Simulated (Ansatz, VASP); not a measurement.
## Two plane-wave programs on Nb

```
Nb
1.0
     0.00000    2.08276    2.08276
     2.08276    0.00000    2.08276
     2.08276    2.08276    0.00000
Nb
1
Direct
  0.00000 0.00000 0.00000
```

Alike in both runs: functional PBEsol; k mesh 8 × 8 × 8; occupations gaussian, width 0.1 eV; no spin polarisation.

Ansatz relaxed the structure, and its values are those at the end. VASP's run is a single point on that final structure, the one shown.

|  | VASP | Ansatz |
| --- | --- | --- |
| version | VASP 6.6.1 | Ansatz 0.2.0 |
| potentials or method | VASP PAW PBE potentials, release 64 (Nb_sv), cutoff 500 eV | scalar-relativistic, plane waves, PAW |
| valence electrons in the cell | 13 | 13 |

|  | VASP | Ansatz | Ansatz less VASP |
| --- | --- | --- | --- |
| gap on the k mesh at the Fermi level (eV) | none | none | - |
| pressure (GPa) | -0.2 | 0.1 | +0.32 |

VASP's potentials were made for PBE, not for PBEsol. A gap of «none» marks a metal or a gap that the smearing closes.
